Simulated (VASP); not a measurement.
Crystal: Hf2WS2.

```
Hf W S
1.0
     4.22986    0.00000    0.00000
     0.00000    4.22986    0.00000
     0.00000    0.00000    5.60444
Hf W S
2 1 2
Direct
  0.00000 0.50000 0.00000
  0.50000 0.00000 0.00000
  0.00000 0.00000 0.00000
  0.50000 0.50000 0.50000
  0.00000 0.00000 0.50000
```

The cell was generated, and may not be a known phase.

```yaml
Program: VASP 6.6.1
Task: relaxation of cell and atoms
Functional: PBE
Potentials_or_basis: VASP PAW PBE potentials, release 64 (Hf_pv, W_sv, S)
Cutoff: 600 eV
k_mesh: 4 × 4 × 4
Occupations: gaussian, width 0.1 eV
Spin: no spin polarisation
```

At the start: pressure 47.1 GPa; volume 20.05 Å³/atom.

Task: Where does the relaxation end?

Result: Over 9 steps the energy falls by 2214.3 meV/atom and the volume is 23.47 Å³/atom (+17.0 %); space group P4/mmm (No. 123, to 0.1 Å) before and after.

Step by step:
| step | energy change (eV) | largest force (eV/Å) | pressure (GPa) | volume (Å³) |
| --- | --- | --- | --- | --- |
| 1 | 0.0000 | 0.0000 | 47.07 | 100.27 |
| 2 | -4.7745 | 0.0000 | -16.07 | 196.93 |
| 3 | -8.0035 | 0.0000 | -10.20 | 145.11 |
| 4 | -10.2735 | 0.0000 | 2.06 | 119.86 |
| 5 | -10.8723 | 0.0000 | -5.35 | 126.45 |
| 6 | -11.0322 | 0.0000 | 3.26 | 113.37 |
| 7 | -11.0684 | 0.0000 | 0.35 | 117.05 |
| 8 | -11.0692 | 0.0000 | -0.25 | 117.57 |
| 9 | -11.0715 | 0.0000 | 0.02 | 117.33 |

Final structure:
```
CELL_PARAMETERS angstrom
5.15925 0.00000 0.00000
0.00000 5.15925 0.00000
0.00000 0.00000 4.40800
ATOMIC_POSITIONS crystal
Hf 0.00000 0.50000 0.00000
Hf 0.50000 0.00000 0.00000
W 0.00000 0.00000 0.00000
S 0.50000 0.50000 0.50000
S 0.00000 0.00000 0.50000
```

Caveat: the k points lie up to 0.36 Å⁻¹ apart in the final cell, too coarse for converged energies and pressures of a metal; the volume moved by over 15 % at a fixed basis, so the end points are rough.
